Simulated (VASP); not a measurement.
# Te2Mo in VASP: notebook

Aim: see how the results for Te2Mo move with the level of theory and the settings. Levels: r2SCAN, PBEsol. Tasks: relaxation of cell and atoms, single point.

Program: VASP 6.6.1. These are calculated values, not measurements. Logs are shortened: lines on timing, memory, paths and dates and some standing lists are left out, and cuts for length are marked.

### Step 1. The cell of the first run

The cell holds a slab with vacuum, 6 atoms: a = 3.560 Å, b = 3.560 Å, c = 24.811 Å, α = 90.00°, β = 90.00°, γ = 120.00°.

### Step 2. Relaxation of cell and atoms, r2SCAN

POSCAR reads:

```
Te2Mo
1.0
    3.5603917377      0.0000000000      0.0000000000
   -1.7801958688      3.0833896922      0.0000000000
    0.0000000000      0.0000000000     24.8112624000
Te Mo
4 2
Direct
    0.3333333333      0.6666666667      0.2236394800
    0.6666666667      0.3333333333      0.9206288600
    0.6666666667      0.3333333333      0.7763605200
    0.3333333333      0.6666666667      0.0793711400
    0.6666666667      0.3333333333      0.1515414900
    0.3333333333      0.6666666667      0.8484585100
```

INCAR.step1 reads:

```
PREC     = Accurate       # precision mode
ENCUT    = 600            # plane-wave cutoff, eV
ISMEAR   = -1             # smearing method
SIGMA    = 0.05           # smearing width, eV
LREAL    = F              # projectors in reciprocal space
LASPH    = T              # aspherical terms in the spheres
NELM     = 100            # most SCF steps
GGA      = PE             # functional
ALGO     = Normal         # electronic algorithm
EDIFF    = 1E-4           # SCF threshold, eV
LWAVE    = T              # write WAVECAR
LCHARG   = F              # write CHGCAR
LUSENCCL = F
```

INCAR.step2 reads:

```
PREC     = Accurate       # precision mode
ENCUT    = 600            # plane-wave cutoff, eV
EDIFF    = 1E-7           # SCF threshold, eV
ISMEAR   = -1             # smearing method
SIGMA    = 0.05           # smearing width, eV
LREAL    = F              # projectors in reciprocal space
LASPH    = T              # aspherical terms in the spheres
NELM     = 100            # most SCF steps
ALGO     = Normal         # electronic algorithm
ISIF     = 3              # what is computed and relaxed
LWAVE    = F              # write WAVECAR
LCHARG   = F              # write CHGCAR
METAGGA  = R2SCAN         # meta-GGA
LMIXTAU  = T            
IBRION   = 2              # ionic algorithm
NSW      = 60             # ionic steps
EDIFFG   = -0.01          # ionic threshold
ISTART   = 1            
LUSENCCL = F
```

KPOINTS reads:

```
regular mesh
0
Gamma
  9 9 2
```

Potentials or basis: VASP PAW PBE potentials, release 64 (Te, Mo_sv).

Launch:

```
$ cat potpaw_PBE.64/Te/POTCAR potpaw_PBE.64/Mo_sv/POTCAR > POTCAR
$ cp INCAR.step1 INCAR
$ mpirun -np 1 vasp_std > vasp.out
$ cp INCAR.step2 INCAR
$ mpirun -np 1 vasp_std > vasp.out
```

OUTCAR:

```text
PREC = Accurate
   ENCUT = 600
   EDIFF = 1E-7
   ISMEAR = -1
   LREAL = F
   LASPH = T
   NELM = 100
   ISIF = 3
   METAGGA = R2SCAN
   IBRION = 2
   NSW = 60
   EDIFFG = -0.01
   ISTART = 1

 ion  position               nearest neighbor table
   1  0.333  0.667  0.224-   5 2.72   5 2.72   5 2.72   4 3.58
   2  0.667  0.333  0.921-   6 2.73   6 2.73   6 2.73   3 3.58
   3  0.667  0.333  0.776-   6 2.72   6 2.72   6 2.72   2 3.58
   4  0.333  0.667  0.079-   5 2.73   5 2.73   5 2.73   1 3.58
   5  0.667  0.333  0.152-   1 2.72   1 2.72   1 2.72   4 2.73   4 2.73   4 2.73
   6  0.333  0.667  0.848-   3 2.72   3 2.72   3 2.72   2 2.73   2 2.73   2 2.73

  LATTYP: Found a hexagonal cell.
 ALAT       =     3.5603917377
 C/A-ratio  =     6.9686889050

  Lattice vectors:

 A1 = (   3.5603917377,   0.0000000000,   0.0000000000)
 A2 = (  -1.7801958688,   3.0833896922,   0.0000000000)
 A3 = (   0.0000000000,   0.0000000000,  24.8112624000)

Analysis of symmetry for initial positions (statically):
=====================================================================
 Subroutine PRICEL returns:
 Original cell was already a primitive cell.

 Routine SETGRP: Setting up the symmetry group for a
 hexagonal supercell.

 Subroutine GETGRP returns: Found 12 space group operations
 (whereof 12 operations were pure point group operations)
 out of a pool of 24 trial point group operations.

The static configuration has the point symmetry D_3d.

Analysis of symmetry for dynamics (positions and initial velocities):
=====================================================================
 Subroutine PRICEL returns:
 Original cell was already a primitive cell.

 Routine SETGRP: Setting up the symmetry group for a
 hexagonal supercell.

 Subroutine GETGRP returns: Found 12 space group operations
 (whereof 12 operations were pure point group operations)
 out of a pool of 24 trial point group operations.

The dynamic configuration has the point symmetry D_3d.

 Subroutine INISYM returns: Found 12 space group operations
 (whereof 12 operations are pure point group operations),
 and found     1 'primitive' translations

----------------------------------------------------------------------------------------

                                     Primitive cell

  volume of cell :     272.3799

  direct lattice vectors                    reciprocal lattice vectors
     3.560391738  0.000000000  0.000000000     0.280867970  0.162159198 -0.000000000
    -1.780195869  3.083389692  0.000000000     0.000000000  0.324318396  0.000000000
     0.000000000  0.000000000 24.811262400     0.000000000 -0.000000000  0.040304277

  length of vectors
     3.560391738  3.560391738 24.811262400     0.324318396  0.324318396  0.040304277

  position of ions in fractional coordinates (direct lattice)
     0.333333333  0.666666667  0.223639480
     0.666666667  0.333333333  0.920628860
     0.666666667  0.333333333  0.776360520
     0.333333333  0.666666667  0.079371140
     0.666666667  0.333333333  0.151541490
     0.333333333  0.666666667  0.848458510

  ion indices of the primitive-cell ions
   primitive index   ion index
                 1           1
                 2           2
                 3           3
                 4           4
                 5           5
                 6           6

----------------------------------------------------------------------------------------

 KPOINTS: regular mesh

Automatic generation of k-mesh.
 Grid dimensions read from file:
 generate k-points for:    9    9    2

 Generating k-lattice:

  Cartesian coordinates                     Fractional coordinates (reciprocal lattice)
     0.031207552  0.018017689 -0.000000000     0.111111111  0.000000000  0.000000000
     0.000000000  0.036035377  0.000000000     0.000000000  0.111111111  0.000000000
     0.000000000 -0.000000000  0.020152139     0.000000000  0.000000000  0.500000000

  Length of vectors
     0.036035377  0.036035377  0.020152139

  Shift w.r.t. Gamma in fractional coordinates (k-lattice)
     0.000000000  0.000000000  0.000000000

 Subroutine IBZKPT returns following result:
 ===========================================

 Found     24 irreducible k-points:

 Following reciprocal coordinates:
            Coordinates               Weight
  0.000000  0.000000  0.000000      1.000000
  0.111111  0.000000  0.000000      6.000000
  0.222222  0.000000  0.000000      6.000000
  0.333333  0.000000  0.000000      6.000000
  0.444444  0.000000  0.000000      6.000000
  0.111111  0.111111  0.000000      6.000000
[... 16 lines left out ...]
  0.333333  0.222222  0.500000     12.000000
  0.333333  0.333333  0.500000      2.000000
   k-points           NKPTS =     24   k-points in BZ     NKDIM =     24   number of bands    NBANDS=     31
   number of dos      NEDOS =    301   number of ions     NIONS =      6
   total plane-waves  NPLWV = 156800
   dimension x,y,z NGX =    28 NGY =   28 NGZ =  200
   dimension x,y,z NGXF=    56 NGYF=   56 NGZF=  400
   ions per type =               4   2
   NGX,Y,Z   is equivalent  to a cutoff of  13.07, 13.07, 13.40 a.u.
   NGXF,Y,Z  is equivalent  to a cutoff of  26.15, 26.15, 26.80 a.u.
 SYSTEM =  unknown system
   PREC   = accura    normal or accurate (medium, high low for compatibility)
   ISTART =      1    job   : 0-new  1-cont  2-samecut
   ICHARG =      0    charge: 1-file 2-atom 10-const
   ISPIN  =      1    spin polarized calculation?
   LNONCOLLINEAR =      F non collinear calculations
   LSORBIT =      F    spin-orbit coupling
   LASPH  =      T    aspherical Exc in radial PAW
   ENCUT  =  600.0 eV  44.10 Ry    6.64 a.u.   7.11  7.11 49.55*2*pi/ulx,y,z
   NELM   =    100;   NELMIN=  2; NELMDL=  0     # of ELM steps
   EDIFF  = 0.1E-06   stopping-criterion for ELM
   LREAL  =      F    real-space projection
   EDIFFG = -.1E-01   stopping-criterion for IOM
   NSW    =     60    number of steps for IOM
   IBRION =      2    ionic relax: 0-MD 1-quasi-New 2-CG
   NFREE  =      1    steps in history (QN), initial steepest desc. (CG)
   ISIF   =      3    stress and relaxation
   ISYM   =      2    0-nonsym 1-usesym 2-fastsym
   POTIM  = 0.5000    time-step for ionic-motion
   TEBEG  =    0.0;   TEEND  =   0.0 temperature during run
   PSTRESS=    0.0 pullay stress
   NELECT =      52.0000    total number of electrons
   NUPDOWN=      -1.0000    fix difference up-down
   EMIN   =  10.00;   EMAX   =-10.00  energy-range for DOS
   EFERMI =   0.00;   METHOD = LEGACY
   ISMEAR =    -1;   SIGMA  =   0.05  broadening in eV -4-tet -1-fermi 0-gaus
   EFERMI_NEDOS =   21; number of points for ismear=-14 and -15
   IALGO  =     38    algorithm
   IMIX   =      4    mixing-type and parameters
     AMIX     =   0.40;   BMIX     =  1.00
     AMIX_MAG =   1.60;   BMIX_MAG =  1.00
  volume/ion in A,a.u.               =      45.40       306.35
  Fermi-wavevector in a.u.,A,eV,Ry     =   0.942651  1.781352 12.090013  0.888591
  Thomas-Fermi vector in A             =   2.070281
   LORBIT       =      0    0 simple, 1 ext, 2 COOP (PROOUT), +10 PAW based schemes
   METAGGA = R2SCAN    functional components
   LHFCALC =     F    Hartree Fock is set to
   AEXX    =    0.0000 exact exchange contribution
   IVDW    =     0    specifies the selected vdW correction
   LEPSILON=     F    determine dielectric tensor
   LRPA    =     F    only Hartree local field effects (RPA)
 conjugate gradient relaxation of ions
 non-spin polarized calculation
  energy-cutoff  :      600.00
  volume of cell :      272.38
 maximum number of plane-waves:      9183
   NGX = 15   NGY = 15   NGZ = 99

--------------------------------------- Ionic step        1  -------------------------------------------

 number of electron      52.0000002 magnetization

 Free energy of the ion-electron system (eV)
  ---------------------------------------------------
  ext. energy  EPLUGINS =         0.00000000
  ---------------------------------------------------
  free energy    TOTEN  =      -155.60089813 eV

  energy without entropy =     -155.60089628  energy(sigma->0) =     -155.60089720

------------------------ aborting loop because EDIFF is reached ----------------------------------------

  FORCE on cell =-STRESS in cart. coord.  units (eV):
  Direction    XX          YY          ZZ          XY          YZ          ZX
  --------------------------------------------------------------------------------------
  -------------------------------------------------------------------------------------
  Total        0.1408880      0.1408880      0.0818472      0.0000000      0.0000000      0.0000000
  in kB        0.8287235      0.8287235      0.4814369      0.0000000      0.0000000      0.0000000
  external PRESSURE =       0.7129613 kB  Pullay stress =       0.0000000 kB
[... 101 lines left out ...]
  FREE ENERGIE OF THE ION-ELECTRON SYSTEM (eV)
  ---------------------------------------------------
  free  energy   TOTEN  =      -155.6010376022 eV

  energy  without entropy=     -155.6010357165  energy(sigma->0) =     -155.60103666

[... ionic steps 4 to 11 ...]

--------------------------------------- Ionic step       12  -------------------------------------------

 number of electron      52.0000003 magnetization

------------------------ aborting loop because EDIFF is reached ----------------------------------------

  FORCE on cell =-STRESS in cart. coord.  units (eV):
  Direction    XX          YY          ZZ          XY          YZ          ZX
  --------------------------------------------------------------------------------------
  -------------------------------------------------------------------------------------
  Total       -0.1285193     -0.1285193      0.0750209     -0.0000000      0.0000000     -0.0000000
  in kB       -0.7612993     -0.7612993      0.4443948     -0.0000000      0.0000000     -0.0000000
  external PRESSURE =      -0.3594012 kB  Pullay stress =       0.0000000 kB
[... 65 lines left out ...]
  energy  without entropy=     -155.6030293349  energy(sigma->0) =     -155.60303045

--------------------------------------- Ionic step       14  -------------------------------------------

 number of electron      52.0000003 magnetization

 Free energy of the ion-electron system (eV)
  ---------------------------------------------------
  ext. energy  EPLUGINS =         0.00000000
  ---------------------------------------------------
  free energy    TOTEN  =      -155.60332746 eV

  energy without entropy =     -155.60332537  energy(sigma->0) =     -155.60332642

 E-fermi :   2.7318     XC(G=0):  -6.6175

 val. band max:        2.1924699939   @ k =   0.3333   0.3333   0.5000
 cond. band min:       3.2858568129   @ k =   0.3333   0.3333   0.0000
 fundamental gap:      1.0933868190
 Fermi energy:         2.7317619578

 k-point     1 :       0.0000    0.0000    0.0000
  band No.  band energies     occupation
      1     -60.4734      2.00000
      2     -60.4734      2.00000
      3     -33.8918      2.00000
      4     -33.8918      2.00000
      5     -33.8040      2.00000
      6     -33.8040      2.00000
[... 838 lines left out ...]
  FREE ENERGIE OF THE ION-ELECTRON SYSTEM (eV)
  ---------------------------------------------------
  free  energy   TOTEN  =      -155.6033274634 eV

  energy  without entropy=     -155.6033253744  energy(sigma->0) =     -155.60332642

 reached required accuracy - stopping structural energy minimisation
```

It took 31 min on 1 × NVIDIA H100 80GB with 1 thread of AMD EPYC 7R13 (Zen 3), shared host; peak memory 1.6 GiB.

What came out:

| Item | Value |
| --- | --- |
| Free energy | -155.6033 eV |
| Relaxed cell | a = 3.564 Å, b = 3.564 Å, c = 24.389 Å, α = 90.00°, β = 90.00°, γ = 120.00° |
| Space group after relaxing (to 0.1 Å) | P-3m1 (No. 164) |
| Energy gained by relaxing | 0.4 meV/atom |
| Ionic steps | 14 |
| Largest force after relaxing | 0.007 eV/Å |
| Band gap on the k mesh | 1.09 eV |

Forces on the atoms (eV/Å):
```
Te   0.000  0.000  0.007
Te   0.000  0.000  0.007
Te   0.000  0.000 -0.007
Te   0.000  0.000 -0.007
Mo   0.000  0.000  0.000
Mo   0.000  0.000  0.000
```

The path:
```
step  energy change (eV)  largest force (eV/Å)  pressure (GPa)  volume (Å³)
   1              0.0000                0.0483            0.07       272.38
   2              0.0001                0.0306           -0.15       273.18
   3             -0.0001                0.0200           -0.02       272.72
   4             -0.0001                0.0185           -0.03       272.73
   5             -0.0003                0.0198           -0.03       272.64
   6             -0.0005                0.0242           -0.03       272.34
   7             -0.0006                0.0574           -0.04       271.75
   8             -0.0007                0.0437           -0.04       272.00
   9             -0.0007                0.0426           -0.04       271.93
  10             -0.0009                0.0389           -0.04       271.72
  11             -0.0012                0.0315           -0.04       271.30
  12             -0.0016                0.0337           -0.04       270.47
  13             -0.0021                0.0466           -0.03       268.81
  14             -0.0024                0.0072           -0.01       268.22
```

Final structure:
```
CELL_PARAMETERS angstrom
3.56356 0.00000 0.00000
-1.78178 3.08613 0.00000
0.00000 0.00000 24.38871
ATOMIC_POSITIONS crystal
Te 0.33333 0.66667 0.22442
Te 0.66667 0.33333 0.92239
Te 0.66667 0.33333 0.77558
Te 0.33333 0.66667 0.07761
Mo 0.66667 0.33333 0.15106
Mo 0.33333 0.66667 0.84894
```

Caveat: there is no dipole correction, which matters where the two faces differ; the relaxation moved the vacuum too, so the length across it says nothing of the material; the PAW data sets were made with another functional, which shifts forces and pressure a little; spin-orbit coupling is left out, which moves the levels of the heavy elements.

### Step 3. Single point, PBEsol (46.30 Å³/atom)

This run uses another cell than the first one.

INCAR reads:

```
PREC = Accurate
ENCUT = 520
EDIFF = 1E-7
ISMEAR = -1
SIGMA = 0.05
LREAL = F
LASPH = T
NELM = 100
ALGO = Normal
ISIF = 2
LWAVE = F
LCHARG = T
GGA = PS
LELF = T
LVHAR = T
NBANDS = 35
```

KPOINTS reads:

```
Automatic mesh
0
Gamma
  9 9 2
```

Changes to POSCAR since step 2:

```diff
@@ -2,5 +2,5 @@
 1.0
-    3.5603917377      0.0000000000      0.0000000000
-   -1.7801958688      3.0833896922      0.0000000000
-    0.0000000000      0.0000000000     24.8112624000
+    3.5839711781      0.0000000000      0.0000000000
+   -1.7919855890      3.1038100866      0.0000000000
+    0.0000000000      0.0000000000     24.9755801847
 Te Mo
```

Potentials or basis: VASP PAW PBE potentials, release 64 (Te, Mo_sv).

Launch:

```
$ cat potpaw_PBE.64/Te/POTCAR potpaw_PBE.64/Mo_sv/POTCAR > POTCAR
$ mpirun -np 1 vasp_std > vasp.out
```

Wall time 4.6 min (1 thread of Intel Xeon 6975P-C (Granite Rapids), shared host); peak memory 0.51 GiB.

The run converged. Its results:

- Free energy: -39.1617 eV
- Largest force: 0.406 eV/Å
- Band gap on the k mesh: 0.99 eV

Forces in eV/Å, atoms in the order of the input:
```
Te   0.000  0.000 -0.406
Te   0.000  0.000 -0.342
Te   0.000  0.000  0.406
Te   0.000  0.000  0.342
Mo   0.000  0.000 -0.006
Mo   0.000  0.000  0.006
```

Levels at points of the mesh, in eV from the valence-band top:
```tsv
k point	band 22	band 23	band 24	band 25	band 26	band 27	band 28	band 29	band 30	band 31
(0.00, 0.00, 0.00)	-0.92	-0.91	-0.91	-0.50	-0.12	2.94	2.94	2.97	2.97	3.21
(0.00, 0.00, 0.50)	-0.92	-0.91	-0.91	-0.50	-0.12	2.94	2.94	2.97	2.97	3.21
```

Caveat: there is no dipole correction, which matters where the two faces differ; the PAW data sets were made with another functional, which shifts forces and pressure a little; spin-orbit coupling is left out, which moves the levels of the heavy elements.
